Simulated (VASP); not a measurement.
# Zr (P6_3/mmc) in VASP: notebook

The runs below take Zr through relaxation of cell and atoms, single point, with revPBE+D4, BLYP+D3(BJ), PBE.

Program: VASP 6.6.1. These are calculated values, not measurements. Logs are shortened: lines on timing, memory, paths and dates and some standing lists are left out, and cuts for length are marked.

## 1. The cell of the first run

It takes space group P6_3/mmc (No. 194, hexagonal). Conventional cell: a = 3.232 Å, b = 3.232 Å, c = 5.147 Å, α = 90.00°, β = 90.00°, γ = 120.00°. Zr (site symmetry -6m2) has 12 Zr at 3.18 to 3.23 Å within 4.2 Å.

## 2. Relaxation of cell and atoms, revPBE+D4

INCAR

```
SYSTEM = Zr
PREC = Accurate
ENCUT = 600
EDIFF = 1E-7
ISMEAR = -1
SIGMA = 0.05
LREAL = .FALSE.
LASPH = .TRUE.
NELM = 100
ALGO = Fast
ISIF = 3
LWAVE = .FALSE.
LCHARG = .FALSE.
GGA = RE
IVDW = 13
IBRION = 2
NSW = 60
EDIFFG = -0.01
```

KPOINTS

```
Automatic mesh
0
G
  9 9 5
  0 0 0
```

POSCAR

```
Zr
1.0
    3.2320000000      0.0000000000      0.0000000000
   -1.6160000000      2.7989941050      0.0000000000
    0.0000000000      0.0000000000      5.1470000000
Zr
2
Direct
    0.6666666667      0.3333333333      0.7500000000
    0.3333333333      0.6666666667      0.2500000000
```

Potentials or basis: VASP PAW PBE potentials, release 64 (Zr_sv).

Started as:

```
$ cat potpaw_PBE.64/Zr_sv/POTCAR > POTCAR
$ mpirun -np 1 vasp_std > vasp.out
```

OUTCAR:

```text
SYSTEM = Zr
   PREC = Accurate
   ENCUT = 600
   EDIFF = 1E-7
   ISMEAR = -1
   LREAL = .FALSE.
   LASPH = .TRUE.
   NELM = 100
   ISIF = 3
   GGA = RE
   IVDW = 13
   IBRION = 2
   NSW = 60
   EDIFFG = -0.01

 ion  position               nearest neighbor table
   1  0.667  0.333  0.750-   2 3.18   2 3.18   2 3.18   2 3.18   2 3.18   2 3.18
   2  0.333  0.667  0.250-   1 3.18   1 3.18   1 3.18   1 3.18   1 3.18   1 3.18

  LATTYP: Found a hexagonal cell.
 ALAT       =     3.2320000000
 C/A-ratio  =     1.5925123762

  Lattice vectors:

 A1 = (   3.2320000000,   0.0000000000,   0.0000000000)
 A2 = (  -1.6160000000,   2.7989941050,   0.0000000000)
 A3 = (   0.0000000000,   0.0000000000,   5.1470000000)

Analysis of symmetry for initial positions (statically):
=====================================================================
 Subroutine PRICEL returns:
 Original cell was already a primitive cell.

 Routine SETGRP: Setting up the symmetry group for a
 hexagonal supercell.

 Subroutine GETGRP returns: Found 24 space group operations
 (whereof 12 operations were pure point group operations)
 out of a pool of 24 trial point group operations.

The static configuration has the point symmetry D_3d.
 The point group associated with its full space group is D_6h.

Analysis of symmetry for dynamics (positions and initial velocities):
=====================================================================
 Subroutine PRICEL returns:
 Original cell was already a primitive cell.

 Routine SETGRP: Setting up the symmetry group for a
 hexagonal supercell.

 Subroutine GETGRP returns: Found 24 space group operations
 (whereof 12 operations were pure point group operations)
 out of a pool of 24 trial point group operations.

The dynamic configuration has the point symmetry D_3d.
 The point group associated with its full space group is D_6h.

 Subroutine INISYM returns: Found 24 space group operations
 (whereof 12 operations are pure point group operations),
 and found     1 'primitive' translations

----------------------------------------------------------------------------------------

                                     Primitive cell

  volume of cell :      46.5616

  direct lattice vectors                    reciprocal lattice vectors
     3.232000000  0.000000000  0.000000000     0.309405941  0.178635603  0.000000000
    -1.616000000  2.798994105  0.000000000     0.000000000  0.357271206  0.000000000
     0.000000000  0.000000000  5.147000000     0.000000000  0.000000000  0.194287935

  length of vectors
     3.232000000  3.232000000  5.147000000     0.357271206  0.357271206  0.194287935

  position of ions in fractional coordinates (direct lattice)
     0.666666667  0.333333333  0.750000000
     0.333333333  0.666666667  0.250000000

  ion indices of the primitive-cell ions
   primitive index   ion index
                 1           1
                 2           2

----------------------------------------------------------------------------------------

 KPOINTS: Automatic mesh

Automatic generation of k-mesh.
 Grid dimensions read from file:
 generate k-points for:    9    9    5

 Generating k-lattice:

  Cartesian coordinates                     Fractional coordinates (reciprocal lattice)
     0.034378438  0.019848400  0.000000000     0.111111111  0.000000000  0.000000000
     0.000000000  0.039696801  0.000000000     0.000000000  0.111111111  0.000000000
     0.000000000  0.000000000  0.038857587     0.000000000  0.000000000  0.200000000

  Length of vectors
     0.039696801  0.039696801  0.038857587

  Shift w.r.t. Gamma in fractional coordinates (k-lattice)
     0.000000000  0.000000000  0.000000000

 Subroutine IBZKPT returns following result:
 ===========================================

 Found     36 irreducible k-points:

 Following reciprocal coordinates:
            Coordinates               Weight
  0.000000  0.000000  0.000000      1.000000
  0.111111  0.000000  0.000000      6.000000
  0.222222  0.000000  0.000000      6.000000
  0.333333  0.000000  0.000000      6.000000
  0.444444  0.000000  0.000000      6.000000
  0.111111  0.111111  0.000000      6.000000
[... 16 lines left out ...]
  0.333333  0.222222  0.200000     24.000000
  0.333333  0.333333  0.200000      4.000000
 [... further k-points ...]
   k-points           NKPTS =     36   k-points in BZ     NKDIM =     36   number of bands    NBANDS=     16
   number of dos      NEDOS =    301   number of ions     NIONS =      2
   total plane-waves  NPLWV =  32928
   dimension x,y,z NGX =    28 NGY =   28 NGZ =   42
   dimension x,y,z NGXF=    56 NGYF=   56 NGZF=   84
   ions per type =               2
   NGX,Y,Z   is equivalent  to a cutoff of  14.40, 14.40, 13.57 a.u.
   NGXF,Y,Z  is equivalent  to a cutoff of  28.80, 28.80, 27.13 a.u.
 SYSTEM =  Zr
   PREC   = accura    normal or accurate (medium, high low for compatibility)
   ISTART =      0    job   : 0-new  1-cont  2-samecut
   ICHARG =      2    charge: 1-file 2-atom 10-const
   ISPIN  =      1    spin polarized calculation?
   LNONCOLLINEAR =      F non collinear calculations
   LSORBIT =      F    spin-orbit coupling
   LASPH  =      T    aspherical Exc in radial PAW
   ENCUT  =  600.0 eV  44.10 Ry    6.64 a.u.   6.46  6.46 10.28*2*pi/ulx,y,z
   NELM   =    100;   NELMIN=  2; NELMDL= -5     # of ELM steps
   EDIFF  = 0.1E-06   stopping-criterion for ELM
   LREAL  =      F    real-space projection
   EDIFFG = -.1E-01   stopping-criterion for IOM
   NSW    =     60    number of steps for IOM
   IBRION =      2    ionic relax: 0-MD 1-quasi-New 2-CG
   NFREE  =      1    steps in history (QN), initial steepest desc. (CG)
   ISIF   =      3    stress and relaxation
   ISYM   =      2    0-nonsym 1-usesym 2-fastsym
   POTIM  = 0.5000    time-step for ionic-motion
   TEBEG  =    0.0;   TEEND  =   0.0 temperature during run
   PSTRESS=    0.0 pullay stress
   NELECT =      24.0000    total number of electrons
   NUPDOWN=      -1.0000    fix difference up-down
   EMIN   =  10.00;   EMAX   =-10.00  energy-range for DOS
   EFERMI =   0.00;   METHOD = LEGACY
   ISMEAR =    -1;   SIGMA  =   0.05  broadening in eV -4-tet -1-fermi 0-gaus
   EFERMI_NEDOS =   21; number of points for ismear=-14 and -15
   IALGO  =     68    algorithm
   IMIX   =      4    mixing-type and parameters
     AMIX     =   0.40;   BMIX     =  1.00
     AMIX_MAG =   1.60;   BMIX_MAG =  1.00
  volume/ion in A,a.u.               =      23.28       157.11
  Fermi-wavevector in a.u.,A,eV,Ry     =   1.312611  2.480475 23.442130  1.722948
  Thomas-Fermi vector in A             =   2.442991
   LORBIT       =      0    0 simple, 1 ext, 2 COOP (PROOUT), +10 PAW based schemes
   GGA     = RE    functional components
   LHFCALC =     F    Hartree Fock is set to
   AEXX    =    0.0000 exact exchange contribution
   IVDW    =    13    specifies the selected vdW correction
   LEPSILON=     F    determine dielectric tensor
   LRPA    =     F    only Hartree local field effects (RPA)
 conjugate gradient relaxation of ions
 non-spin polarized calculation
 RMM-DIIS sequential band-by-band and
  energy-cutoff  :      600.00
  volume of cell :       46.56
 maximum number of plane-waves:      1572
 NGX is ok and might be reduce to    28
   NGX = 13   NGY = 13   NGZ = 21

--------------------------------------- Ionic step        1  -------------------------------------------

 number of electron      24.0000000 magnetization

 Free energy of the ion-electron system (eV)
  ---------------------------------------------------
  ext. energy  EPLUGINS =         0.00000000
  ---------------------------------------------------
  free energy    TOTEN  =       -16.37099587 eV

  energy without entropy =      -16.35510529  energy(sigma->0) =      -16.36305058

------------------------ aborting loop because EDIFF is reached ----------------------------------------

  DFT-D4 for vdW energy calculation

  Edisp (eV):   -0.55753

  FORCE on cell =-STRESS in cart. coord.  units (eV):
  Direction    XX          YY          ZZ          XY          YZ          ZX
  --------------------------------------------------------------------------------------
  -------------------------------------------------------------------------------------
  Total      -0.04338    -0.04338     0.20819     0.00000     0.00000     0.00000
  in kB      -1.49284    -1.49284     7.16395     0.00000     0.00000     0.00000
  external pressure =        1.39 kB  Pullay stress =        0.00 kB

 VOLUME and BASIS-vectors are now :
 -----------------------------------------------------------------------------
  energy-cutoff  :      600.00
  volume of cell :       46.56
      direct lattice vectors                 reciprocal lattice vectors
     3.232000000  0.000000000  0.000000000     0.309405941  0.178635603  0.000000000
    -1.616000000  2.798994105  0.000000000     0.000000000  0.357271206  0.000000000
     0.000000000  0.000000000  5.147000000     0.000000000  0.000000000  0.194287935
[... 121 lines left out ...]
 POSITION                                       TOTAL-FORCE (eV/Angst)
 -----------------------------------------------------------------------------------
      1.61103      0.93013      3.88302         0.000000     -0.000000      0.000000
     -0.00000      1.86026      1.29434        -0.000000      0.000000     -0.000000
 -----------------------------------------------------------------------------------
    total drift:                               -0.000000      0.000000     -0.000000

  FREE ENERGIE OF THE ION-ELECTRON SYSTEM (eV)
  ---------------------------------------------------
  free  energy   TOTEN  =       -16.9291910959 eV

  energy  without entropy=      -16.9137872370  energy(sigma->0) =      -16.92148917

--------------------------------------- Ionic step        5  -------------------------------------------

 number of electron      24.0000000 magnetization

 Free energy of the ion-electron system (eV)
  ---------------------------------------------------
  ext. energy  EPLUGINS =         0.00000000
  ---------------------------------------------------
  free energy    TOTEN  =       -16.37227803 eV

  energy without entropy =      -16.35685665  energy(sigma->0) =      -16.36456734

 E-fermi :   9.0498     XC(G=0): -11.0242

 val. band max:        9.0287026867   @ k =   0.0000   0.0000   0.4000
 cond. band min:       9.0698600985   @ k =   0.1111   0.0000   0.4000
 fundamental gap:      0.0411574118
 Fermi energy:         9.0497677792

 k-point     1 :       0.0000    0.0000    0.0000
  band No.  band energies     occupation
      1     -39.8176      2.00000
      2     -39.6689      2.00000
      3     -18.3283      2.00000
      4     -17.4640      2.00000
      5     -17.4640      2.00000
      6     -17.3450      2.00000
[... 8 lines left out ...]
     15      10.6009      0.00000
     16      10.6009      0.00000
[... 419 lines left out ...]
 k-point    24 :       0.3333    0.3333    0.2000
  band No.  band energies     occupation
      1     -39.6465      2.00000
      2     -39.6465      2.00000
      3     -18.0015      2.00000
      4     -17.9911      2.00000
      5     -17.9911      2.00000
      6     -17.7517      2.00000
[... 8 lines left out ...]
     15      10.7798      0.00000
     16      12.7354      0.00000

 [... further k-points ...]

------------------------ aborting loop because EDIFF is reached ----------------------------------------

  DFT-D4 for vdW energy calculation

  Edisp (eV):   -0.55694

  FORCE on cell =-STRESS in cart. coord.  units (eV):
  Direction    XX          YY          ZZ          XY          YZ          ZX
  --------------------------------------------------------------------------------------
  -------------------------------------------------------------------------------------
  Total       0.00047     0.00047     0.00678     0.00000     0.00000     0.00000
  in kB       0.01626     0.01626     0.23311     0.00000     0.00000     0.00000
  external pressure =        0.09 kB  Pullay stress =        0.00 kB

 VOLUME and BASIS-vectors are now :
 -----------------------------------------------------------------------------
  energy-cutoff  :      600.00
  volume of cell :       46.61
      direct lattice vectors                 reciprocal lattice vectors
     3.224386948  0.000000000  0.000000000     0.310136474  0.179057377 -0.000000000
    -1.612193474  2.792401009 -0.000000000    -0.000000000  0.358114754 -0.000000000
     0.000000000  0.000000000  5.176554963    -0.000000000  0.000000000  0.193178669

 POSITION                                       TOTAL-FORCE (eV/Angst)
 -----------------------------------------------------------------------------------
      1.61219      0.93080      3.88242         0.000000     -0.000000      0.000000
     -0.00000      1.86160      1.29414        -0.000000      0.000000     -0.000000
 -----------------------------------------------------------------------------------
    total drift:                               -0.000000      0.000000     -0.000000

  FREE ENERGIE OF THE ION-ELECTRON SYSTEM (eV)
  ---------------------------------------------------
  free  energy   TOTEN  =       -16.9292209205 eV

  energy  without entropy=      -16.9137995334  energy(sigma->0) =      -16.92151023

 reached required accuracy - stopping structural energy minimisation
```

Wall time 4.2 min (1 thread of Intel Xeon 8259CL, shared host); peak memory 0.2 GiB.

Results:

| Item | Value |
| --- | --- |
| Free energy | -16.9292 eV |
| Relaxed volume | 23.30 Å³/atom |
| Relaxed cell | a = 3.224 Å, b = 3.224 Å, c = 5.177 Å, α = 90.00°, β = 90.00°, γ = 120.00° |
| Space group after relaxing (to 0.1 Å) | P6_3/mmc (No. 194) |
| Energy gained by relaxing | 0.3 meV/atom |
| Ionic steps | 5 |
| Pressure after relaxing | 0.0 GPa |
| Band gap on the k mesh | zero (bands 12 and 13 overlap by 1.15 eV) |
| Dispersion energy per atom | -0.278 eV |

Step by step:
```
step  energy change (eV)  largest force (eV/Å)  pressure (GPa)  volume (Å³)
   1              0.0000                0.0000            0.14        46.56
   2             -0.0006                0.0000           -0.16        46.70
   3             -0.0006                0.0000           -0.19        46.71
   4             -0.0007                0.0000            0.11        46.55
   5             -0.0007                0.0000            0.01        46.61
```

Final structure:
```
Zr
1.0
     3.22439    0.00000    0.00000
    -1.61219    2.79240    0.00000
     0.00000    0.00000    5.17655
Zr
2
Direct
  0.66667 0.33333 0.75000
  0.33333 0.66667 0.25000
```

Caveat: the PAW data sets were made with another functional, which shifts forces and pressure a little.

## 3. Relaxation of cell and atoms, BLYP+D3(BJ)

INCAR

```
PREC = Accurate
ENCUT = 600
EDIFF = 1E-6
ISMEAR = -1
SIGMA = 0.05
LREAL = F
LASPH = T
NELM = 100
ALGO = Normal
ISIF = 3
LWAVE = F
LCHARG = F
GGA = B5
ALDAX = 1.0
AGGAX = 1.0
AGGAC = 1.0
ALDAC = 0.0
IVDW = 12
VDW_S6 = 1.0
VDW_S8 = 2.6996
VDW_A1 = 0.4298
VDW_A2 = 4.2359
IBRION = 2
NSW = 60
EDIFFG = -0.01
```

KPOINTS

```
Automatic mesh
0
Gamma
  9 9 5
```

POSCAR is that of step 2.

Potentials or basis: VASP PAW PBE potentials, release 64 (Zr_sv).

Started as:

```
$ cat potpaw_PBE.64/Zr_sv/POTCAR > POTCAR
$ mpirun -np 1 vasp_std > vasp.out
```

Run time: 4 min. Hardware: 1 thread of Intel Xeon 8259CL, shared host; peak memory 0.21 GiB.

Results (log left out):

```yaml
Free_energy: -17.2890 eV
Relaxed_volume: 21.83 Å³/atom
Relaxed_cell: a = 3.142 Å, b = 3.142 Å, c = 5.106 Å, α = 90.00°, β = 90.00°, γ = 120.00°
Space_group_after_relaxing_to_0.1_Å: P6_3/mmc (No. 194)
Energy_gained_by_relaxing: 27.2 meV/atom
Ionic_steps: 6
Pressure_after_relaxing: 0.0 GPa
Band_gap_on_the_k_mesh: zero (bands 12 and 13 overlap by 1.07 eV)
Dispersion_energy_per_atom: -1.384 eV
```

Step by step:
```
step  energy change (eV)  largest force (eV/Å)  pressure (GPa)  volume (Å³)
   1              0.0000                0.0000           -5.64        46.56
   2             -0.0056                0.0000            6.39        41.26
   3             -0.0523                0.0000            0.00        43.75
   4             -0.0523                0.0000            0.13        43.70
   5             -0.0540                0.0000            0.07        43.68
   6             -0.0545                0.0000            0.03        43.66
```

Final structure:
```xyz
2
Lattice="3.1425 0.0000 0.0000 -1.5712 2.7215 0.0000 0.0000 0.0000 5.1056" Properties=species:S:1:pos:R:3 pbc="T T T"
Zr    1.5712    0.9072    3.8292
Zr    0.0000    1.8143    1.2764
```

Levels at points of the mesh, in eV from the Fermi level:
```tsv
k point	band 9	band 10	band 11	band 12	band 13	band 14	band 15	band 16
(0.00, 0.00, 0.00)	-5.60	-3.18	0.78	0.84	0.84	1.47	1.53	1.53
```

Caveat: the PAW data sets were made with another functional, which shifts forces and pressure a little.

## 4. Single point, PBE

This run uses another cell than the first one, of 22.35 Å³/atom.

INCAR

```
SYSTEM = Zr
PREC     = Accurate       ! precision mode
ENCUT    = 520            ! plane-wave cutoff, eV
EDIFF    = 1E-7           ! SCF threshold, eV
ISMEAR   = -1             ! smearing method
SIGMA    = 0.05           ! smearing width, eV
LREAL    = .False.        ! projectors in reciprocal space
LASPH    = .True.         ! aspherical terms in the spheres
NELM     = 60             ! most SCF steps
ALGO     = Fast           ! electronic algorithm
ISIF     = 2              ! what is computed and relaxed
LWAVE    = .False.        ! write WAVECAR
LCHARG   = .True.         ! write CHGCAR
GGA      = PE             ! functional
LELF     = .True.         ! ELF
LVHAR    = .True.       
NBANDS   = 19             ! bands
```

KPOINTS

```
Automatic mesh
0
Gamma
  8 8 5
  0 0 0
```

Edit POSCAR of step 3 so:

```diff
@@ -4,3 +4,3 @@
    -1.6160000000      2.7989941050      0.0000000000
-    0.0000000000      0.0000000000      5.1470000000
+    0.0000000000      0.0000000000      4.9411200000
 Zr
```

Started as:

```
$ cat potpaw_PBE.64/Zr_sv/POTCAR > POTCAR
$ mpirun -np 1 vasp_std > vasp.out
```

It took 27 s on 1 thread of Intel Xeon Platinum 8488C (Sapphire Rapids), shared host; peak memory 0.16 GiB.

It converged, with:

- Free energy: -16.9883 eV
- Pressure: 5.0 GPa
- Band gap on the k mesh: zero (bands 12 and 13 overlap by 1.07 eV)

Stress tensor (GPa, compression positive):
```
3.21 0.00 0.00
0.00 3.21 0.00
0.00 0.00 8.66
```

Levels at points of the mesh, in eV from the Fermi level:
| k point | band 9 | band 10 | band 11 | band 12 | band 13 | band 14 | band 15 | band 16 |
| --- | --- | --- | --- | --- | --- | --- | --- | --- |
| (0.00, 0.00, 0.00) | -5.76 | -3.19 | 0.74 | 0.74 | 1.35 | 1.58 | 1.58 | 1.65 |
| (0.50, 0.00, 0.00) | -2.78 | -2.61 | -2.24 | -0.30 | 0.23 | 1.03 | 1.71 | 4.83 |

Caveat: the cell stands under pressure.

## 5. The runs side by side

```tsv
task	level	cell	k mesh	cutoff (eV)	gap on the mesh (eV)	pressure (GPa)	relaxed volume (Å³/atom)
relaxation of cell and atoms	revPBE+D4	relaxed from a = 3.232, b = 3.232, c = 5.147 Å, angles 90.0, 90.0, 120.0°, 2 atoms	9 × 9 × 5	600	none	0.0	23.30
relaxation of cell and atoms	BLYP+D3(BJ)	relaxed from a = 3.232, b = 3.232, c = 5.147 Å, angles 90.0, 90.0, 120.0°, 2 atoms	9 × 9 × 5	600	none	0.0	21.83
single point	PBE	a = 3.232, b = 3.232, c = 4.941 Å, angles 90.0, 90.0, 120.0°, 2 atoms	8 × 8 × 5	520	none	5.0	-
```

Alike in all rows: potentials or basis VASP PAW PBE potentials, release 64 (Zr_sv); no spin polarisation; smearing fermi-dirac 0.05 eV.

Caveats: the PAW data sets were made with another functional, which shifts forces and pressure a little (at least some runs); the cell stands under pressure (at least some runs).

Total energies depend on the potentials used, so only differences within one code and one set of settings carry meaning.
